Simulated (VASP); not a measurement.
# Sb (Pm-3m) in VASP: notebook

Sb is run at these levels: r2SCAN; tasks: single point, relaxation of cell and atoms.

Program: VASP 6.6.1. These are calculated values, not measurements. Logs are shortened: lines on timing, memory, paths and dates and some standing lists are left out, and cuts for length are marked.

**1. The cell of the first run**

It takes space group Pm-3m (No. 221, cubic). Conventional cell: a = 3.087 Å, b = 3.087 Å, c = 3.087 Å, α = 90.00°, β = 90.00°, γ = 90.00°. Within 4.1 Å of Sb (site symmetry m-3m) lie 6 Sb at 3.09 Å.

This isn't the form of Sb at room conditions, which is rhombohedral.

**2. Single point, r2SCAN**

Input file POSCAR:

```
Sb
1.0
    3.0873493005      0.0000000000      0.0000000000
    0.0000000000      3.0873493005      0.0000000000
    0.0000000000      0.0000000000      3.0873493005
Sb
1
Direct
    0.0000000000      0.0000000000      0.0000000000
```

Input file INCAR.step1:

```
SYSTEM = Sb
PREC = Accurate
ENCUT = 520
ISMEAR = 0
SIGMA = 0.1
LREAL = .False.
LASPH = .True.
NELM = 100
NBANDS = 8
GGA = PE
ALGO = Normal
EDIFF = 1E-4
LWAVE = .True.
LCHARG = .False.
```

Input file INCAR.step2:

```
SYSTEM = Sb
PREC = Accurate
ENCUT = 520
EDIFF = 1E-6
ISMEAR = 0
SIGMA = 0.1
LREAL = .False.
LASPH = .True.
NELM = 100
ALGO = Normal
ISIF = 2
LWAVE = .False.
LCHARG = .False.
METAGGA = R2SCAN
LMIXTAU = .True.
NBANDS = 8
ISTART = 1
```

Input file KPOINTS:

```
Automatic mesh
0
Gamma
  14 14 14
  0 0 0
```

Potentials or basis: VASP PAW PBE potentials, release 64 (Sb).

Command:

```
$ cat potpaw_PBE.64/Sb/POTCAR > POTCAR
$ cp INCAR.step1 INCAR
$ mpirun -np 1 vasp_std > vasp.out
$ cp INCAR.step2 INCAR
$ mpirun -np 1 vasp_std > vasp.out
```

OUTCAR:

```text
SYSTEM = Sb
   PREC = Accurate
   ENCUT = 520
   EDIFF = 1E-6
   ISMEAR = 0
   LREAL = .False.
   LASPH = .True.
   NELM = 100
   ISIF = 2
   METAGGA = R2SCAN
   ISTART = 1

 ion  position               nearest neighbor table
   1  0.000  0.000  0.000-

  LATTYP: Found a simple cubic cell.
 ALAT       =     3.0873493005

  Lattice vectors:

 A1 = (   3.0873493005,   0.0000000000,   0.0000000000)
 A2 = (   0.0000000000,   3.0873493005,   0.0000000000)
 A3 = (   0.0000000000,   0.0000000000,   3.0873493005)

Analysis of symmetry for initial positions (statically):
=====================================================================
 Subroutine PRICEL returns:
 Original cell was already a primitive cell.

 Routine SETGRP: Setting up the symmetry group for a
 simple cubic supercell.

 Subroutine GETGRP returns: Found 48 space group operations
 (whereof 48 operations were pure point group operations)
 out of a pool of 48 trial point group operations.

The static configuration has the point symmetry O_h .

Analysis of symmetry for dynamics (positions and initial velocities):
=====================================================================
 Subroutine PRICEL returns:
 Original cell was already a primitive cell.

 Routine SETGRP: Setting up the symmetry group for a
 simple cubic supercell.

 Subroutine GETGRP returns: Found 48 space group operations
 (whereof 48 operations were pure point group operations)
 out of a pool of 48 trial point group operations.

The dynamic configuration has the point symmetry O_h .

 Subroutine INISYM returns: Found 48 space group operations
 (whereof 48 operations are pure point group operations),
 and found     1 'primitive' translations

----------------------------------------------------------------------------------------

                                     Primitive cell

  volume of cell :      29.4278

  direct lattice vectors                    reciprocal lattice vectors
     3.087349301  0.000000000  0.000000000     0.323902449  0.000000000  0.000000000
     0.000000000  3.087349301  0.000000000     0.000000000  0.323902449  0.000000000
     0.000000000  0.000000000  3.087349301     0.000000000  0.000000000  0.323902449

  length of vectors
     3.087349301  3.087349301  3.087349301     0.323902449  0.323902449  0.323902449

  position of ions in fractional coordinates (direct lattice)
     0.000000000  0.000000000  0.000000000

  ion indices of the primitive-cell ions
   primitive index   ion index
                 1           1

----------------------------------------------------------------------------------------

 KPOINTS: Automatic mesh

Automatic generation of k-mesh.
 Grid dimensions read from file:
 generate k-points for:   14   14   14

 Generating k-lattice:

  Cartesian coordinates                     Fractional coordinates (reciprocal lattice)
     0.023135889  0.000000000  0.000000000     0.071428571  0.000000000  0.000000000
     0.000000000  0.023135889  0.000000000     0.000000000  0.071428571  0.000000000
     0.000000000  0.000000000  0.023135889     0.000000000  0.000000000  0.071428571

  Length of vectors
     0.023135889  0.023135889  0.023135889

  Shift w.r.t. Gamma in fractional coordinates (k-lattice)
     0.000000000  0.000000000  0.000000000

 Subroutine IBZKPT returns following result:
 ===========================================

 Found    120 irreducible k-points:

 Following reciprocal coordinates:
            Coordinates               Weight
  0.000000  0.000000  0.000000      1.000000
  0.071429  0.000000  0.000000      6.000000
  0.142857  0.000000  0.000000      6.000000
  0.214286  0.000000  0.000000      6.000000
  0.285714  0.000000  0.000000      6.000000
  0.357143  0.000000  0.000000      6.000000
[... 16 lines left out ...]
  0.285714  0.214286  0.000000     24.000000
  0.357143  0.214286  0.000000     24.000000
 [... further k-points ...]
   k-points           NKPTS =    120   k-points in BZ     NKDIM =    120   number of bands    NBANDS=      8
   number of dos      NEDOS =    301   number of ions     NIONS =      1
   total plane-waves  NPLWV =  13824
   dimension x,y,z NGX =    24 NGY =   24 NGZ =   24
   dimension x,y,z NGXF=    48 NGYF=   48 NGZF=   48
   ions per type =               1
   NGX,Y,Z   is equivalent  to a cutoff of  12.92, 12.92, 12.92 a.u.
   NGXF,Y,Z  is equivalent  to a cutoff of  25.85, 25.85, 25.85 a.u.
 SYSTEM =  Sb
   PREC   = accura    normal or accurate (medium, high low for compatibility)
   ISTART =      1    job   : 0-new  1-cont  2-samecut
   ICHARG =      0    charge: 1-file 2-atom 10-const
   ISPIN  =      1    spin polarized calculation?
   LNONCOLLINEAR =      F non collinear calculations
   LSORBIT =      F    spin-orbit coupling
   LASPH  =      T    aspherical Exc in radial PAW
   ENCUT  =  520.0 eV  38.22 Ry    6.18 a.u.   5.74  5.74  5.74*2*pi/ulx,y,z
   NELM   =    100;   NELMIN=  2; NELMDL=  0     # of ELM steps
   EDIFF  = 0.1E-05   stopping-criterion for ELM
   LREAL  =      F    real-space projection
   EDIFFG = 0.1E-04   stopping-criterion for IOM
   NSW    =      0    number of steps for IOM
   IBRION =     -1    ionic relax: 0-MD 1-quasi-New 2-CG
   NFREE  =      0    steps in history (QN), initial steepest desc. (CG)
   ISIF   =      2    stress and relaxation
   ISYM   =      2    0-nonsym 1-usesym 2-fastsym
   POTIM  = 0.5000    time-step for ionic-motion
   TEBEG  =    0.0;   TEEND  =   0.0 temperature during run
   PSTRESS=    0.0 pullay stress
   NELECT =       5.0000    total number of electrons
   NUPDOWN=      -1.0000    fix difference up-down
   EMIN   =  10.00;   EMAX   =-10.00  energy-range for DOS
   EFERMI =   0.00;   METHOD = LEGACY
   ISMEAR =     0;   SIGMA  =   0.10  broadening in eV -4-tet -1-fermi 0-gaus
   EFERMI_NEDOS =   21; number of points for ismear=-14 and -15
   IALGO  =     38    algorithm
   IMIX   =      4    mixing-type and parameters
     AMIX     =   0.40;   BMIX     =  1.00
     AMIX_MAG =   1.60;   BMIX_MAG =  1.00
  volume/ion in A,a.u.               =      29.43       198.59
  Fermi-wavevector in a.u.,A,eV,Ry     =   0.906732  1.713476 11.186212  0.822163
  Thomas-Fermi vector in A             =   2.030455
   LORBIT       =      0    0 simple, 1 ext, 2 COOP (PROOUT), +10 PAW based schemes
   METAGGA = R2SCAN    functional components
   LHFCALC =     F    Hartree Fock is set to
   AEXX    =    0.0000 exact exchange contribution
   IVDW    =     0    specifies the selected vdW correction
   LEPSILON=     F    determine dielectric tensor
   LRPA    =     F    only Hartree local field effects (RPA)
 non-spin polarized calculation
 Gauss-broadening in eV      SIGMA  =   0.10
  energy-cutoff  :      520.00
  volume of cell :       29.43
 maximum number of plane-waves:       840
 NGX is ok and might be reduce to    24
   NGX = 11   NGY = 11   NGZ = 11

 number of electron       4.9999999 magnetization

 Free energy of the ion-electron system (eV)
  ---------------------------------------------------
  ext. energy  EPLUGINS =         0.00000000
  ---------------------------------------------------
  free energy    TOTEN  =       -25.64522500 eV

  energy without entropy =      -25.64211363  energy(sigma->0) =      -25.64366932

 E-fermi :   7.1879     XC(G=0): -10.1684

 val. band max:        7.1780855091   @ k =   0.5000   0.2857   0.2143
 cond. band min:       7.1996061076   @ k =   0.5000   0.2857   0.2857
 fundamental gap:      0.0215205985
 Fermi energy:         7.1879179287

 k-point     1 :       0.0000    0.0000    0.0000
  band No.  band energies     occupation
      1      -5.8494      2.00000
      2      10.7120      0.00000
      3      10.7120      0.00000
      4      10.7120      0.00000
      5      14.4925      0.00000
      6      14.4925      0.00000
      7      16.4658      0.00000
      8      25.7647      0.00000

 k-point     2 :       0.0714    0.0000    0.0000
  band No.  band energies     occupation
      1      -5.7702      2.00000
      2       9.7093      0.00000
      3      10.7908      0.00000
      4      10.7908      0.00000
      5      14.5540      0.00000
      6      15.1825      0.00000
      7      16.9453      0.00000
      8      25.0730      0.00000

 k-point     3 :       0.1429    0.0000    0.0000
  band No.  band energies     occupation
      1      -5.5344      2.00000
      2       7.8919      0.00000
      3      11.0216      0.00000
      4      11.0216      0.00000
      5      14.7372      0.00000
      6      15.8284      0.00000
      7      18.6044      0.00000
      8      23.8430      0.00000

 k-point     4 :       0.2143    0.0000    0.0000
  band No.  band energies     occupation
      1      -5.1497      2.00000
      2       6.0256      2.00000
      3      11.3856      0.00000
      4      11.3856      0.00000
      5      15.0374      0.00000
      6      16.2754      0.00000
      7      20.7625      0.00000
      8      22.5516      0.00000

 k-point     5 :       0.2857    0.0000    0.0000
  band No.  band energies     occupation
      1      -4.6349      2.00000
      2       4.2962      2.00000
      3      11.8455      0.00000
      4      11.8455      0.00000
      5      15.4428      0.00000
      6      16.7816      0.00000
      7      21.3308      0.00000
      8      21.3308      0.00000

 k-point     6 :       0.3571    0.0000    0.0000
  band No.  band energies     occupation
      1      -4.0376      2.00000
      2       2.8068      2.00000
      3      12.3331      0.00000
      4      12.3331      0.00000
      5      15.9221      0.00000
      6      17.3991      0.00000
      7      20.2833      0.00000
      8      20.2833      0.00000

 k-point     7 :       0.4286    0.0000    0.0000
  band No.  band energies     occupation
      1      -3.4801      2.00000
      2       1.7058      2.00000
      3      12.7330      0.00000
      4      12.7330      0.00000
      5      16.3859      0.00000
      6      18.1111      0.00000
      7      19.5417      0.00000
      8      19.5417      0.00000
[... 133 lines left out ...]
 k-point    20 :       0.4286    0.1429    0.0000
  band No.  band energies     occupation
      1      -3.1592      2.00000
      2       1.9989      2.00000
      3      10.0309      0.00000
      4      13.0544      0.00000
      5      15.5864      0.00000
      6      17.5339      0.00000
      7      19.7449      0.00000
      8      19.7750      0.00000

 k-point    21 :       0.5000    0.1429    0.0000
  band No.  band energies     occupation
      1      -2.9039      2.00000
      2       1.5613      2.00000
      3      10.2219      0.00000
      4      13.2167      0.00000
      5      15.2768      0.00000
      6      17.8668      0.00000
      7      19.4147      0.00000
      8      19.4998      0.00000

 k-point    22 :       0.2143    0.2143    0.0000
  band No.  band energies     occupation
      1      -4.4479      2.00000
      2       6.4170      2.00000
      3       6.9901      1.99485
      4      12.0661      0.00000
      5      16.1115      0.00000
      6      17.6983      0.00000
      7      20.6581      0.00000
      8      21.9750      0.00000

 k-point    23 :       0.2857    0.2143    0.0000
  band No.  band energies     occupation
      1      -3.9307      2.00000
      2       4.9282      2.00000
      3       7.2194      0.65585
      4      12.5310      0.00000
      5      15.8572      0.00000
      6      16.9778      0.00000
      7      21.3975      0.00000
      8      21.8264      0.00000

 k-point    24 :       0.3571    0.2143    0.0000
  band No.  band energies     occupation
      1      -3.3289      2.00000
      2       3.4506      2.00000
      3       7.7242      0.00000
      4      13.0251      0.00000
      5      14.7752      0.00000
      6      17.3872      0.00000
      7      20.7945      0.00000
      8      21.1123      0.00000

 [... further k-points ...]

------------------------ aborting loop because EDIFF is reached ----------------------------------------

  FORCE on cell =-STRESS in cart. coord.  units (eV):
  Direction    XX          YY          ZZ          XY          YZ          ZX
  --------------------------------------------------------------------------------------
  -------------------------------------------------------------------------------------
  Total        0.0042412      0.0042412      0.0042412      0.0000000      0.0000000     -0.0000000
  in kB        0.2309106      0.2309106      0.2309106      0.0000000      0.0000000     -0.0000000
  external PRESSURE =       0.2309106 kB  Pullay stress =       0.0000000 kB

 VOLUME and BASIS-vectors are now :
 -----------------------------------------------------------------------------
  energy-cutoff  :      520.00
  volume of cell :       29.43
      direct lattice vectors                 reciprocal lattice vectors
     3.087349301  0.000000000  0.000000000     0.323902449  0.000000000  0.000000000
     0.000000000  3.087349301  0.000000000     0.000000000  0.323902449  0.000000000
     0.000000000  0.000000000  3.087349301     0.000000000  0.000000000  0.323902449

 POSITION                                       TOTAL-FORCE (eV/Angst)
 -----------------------------------------------------------------------------------
      0.00000      0.00000      0.00000         0.000000      0.000000      0.000000
 -----------------------------------------------------------------------------------
    total drift:                               -0.000000      0.000000      0.000000

  FREE ENERGIE OF THE ION-ELECTRON SYSTEM (eV)
  ---------------------------------------------------
  free  energy   TOTEN  =       -25.6452250001 eV

  energy  without entropy=      -25.6421136343  energy(sigma->0) =      -25.64366932
```

Run time: 56 s. Hardware: 1 thread of Intel Xeon 8259CL, shared host; peak memory 0.16 GiB.

Results:

```yaml
Free_energy: -25.6452 eV
Pressure: 0.0 GPa
Band_gap_on_the_k_mesh: zero (an odd number of electrons rules out a gap without spin polarisation)
```

Caveat: the PAW data sets were made with another functional, which shifts forces and pressure a little; spin-orbit coupling is left out, which moves the levels of the heavy elements.

**3. Relaxation of cell and atoms, r2SCAN**

This run uses another cell than the first one, of 29.31 Å³/atom.

Input file POSCAR:

```
Sb
1.0
    3.0833436100      0.0000000000      0.0000000000
    0.0000000000      3.0833436100      0.0000000000
    0.0000000000      0.0000000000      3.0833436100
Sb
1
Direct
    0.0000000000      0.0000000000      0.0000000000
```

Input file INCAR.step1:

```
ALGO = Normal ; EDIFF = 1E-4
ENCUT = 600 ; GGA = PE
ISMEAR = 0 ; LASPH = True
LCHARG = False ; LREAL = False
LWAVE = True ; NELM = 100
PREC = Accurate ; SIGMA = 0.1
```

Input file INCAR.step2:

```
ALGO = Normal ; EDIFF = 1E-7
EDIFFG = -0.005 ; ENCUT = 600
IBRION = 2 ; ISIF = 3
ISMEAR = 0 ; ISTART = 1
LASPH = True ; LCHARG = False
LMIXTAU = True ; LREAL = False
LWAVE = False ; METAGGA = R2SCAN
NELM = 100 ; NSW = 100
PREC = Accurate ; SIGMA = 0.1
```

Input file KPOINTS:

```
k-points
0
Gamma
  14 14 14
```

Potentials or basis: VASP PAW PBE potentials, release 64 (Sb).

Command:

```
$ cat potpaw_PBE.64/Sb/POTCAR > POTCAR
$ cp INCAR.step1 INCAR
$ mpirun -np 1 vasp_std > vasp.out
$ cp INCAR.step2 INCAR
$ mpirun -np 1 vasp_std > vasp.out
```

It took 4.5 min on 1 thread of Intel Xeon 8259CL, shared host; peak memory 0.19 GiB.

It converged, with:

```yaml
Free_energy: -25.6453 eV
Relaxed_volume: 29.44 Å³/atom
Relaxed_cell: a = 3.088 Å, b = 3.088 Å, c = 3.088 Å, α = 90.00°, β = 90.00°, γ = 90.00°
Space_group_after_relaxing_to_0.1_Å: Pm-3m (No. 221)
Energy_gained_by_relaxing: 0.1 meV/atom
Ionic_steps: 3
Pressure_after_relaxing: 0.0 GPa
Band_gap_on_the_k_mesh: zero (an odd number of electrons rules out a gap without spin polarisation)
```

The path:
```tsv
step	energy change (eV)	largest force (eV/Å)	pressure (GPa)	volume (Å³)
1	0.0000	0.0000	0.26	29.31
2	-0.0001	0.0000	-0.15	29.52
3	-0.0001	0.0000	0.01	29.44
```

Final structure:
```
Sb
1.0
     3.08776    0.00000    0.00000
     0.00000    3.08776    0.00000
     0.00000    0.00000    3.08776
Sb
1
Direct
  0.00000 0.00000 0.00000
```

Levels at points of the mesh, in eV from the Fermi level:
| k point | band 1 | band 2 | band 3 | band 4 | band 5 | band 6 |
| --- | --- | --- | --- | --- | --- | --- |
| (0.00, 0.00, 0.00) | -13.03 | 3.52 | 3.52 | 3.52 | 7.30 | 7.30 |
| (0.50, 0.00, 0.00) | -10.41 | -5.91 | 5.70 | 5.70 | 9.42 | 11.42 |
| (0.50, 0.50, 0.00) | -7.57 | -3.80 | -3.80 | 2.48 | 7.97 | 13.66 |
| (0.50, 0.50, 0.50) | -4.32 | -1.79 | -1.79 | -1.79 | 5.20 | 5.20 |

Caveat: the PAW data sets were made with another functional, which shifts forces and pressure a little; spin-orbit coupling is left out, which moves the levels of the heavy elements.
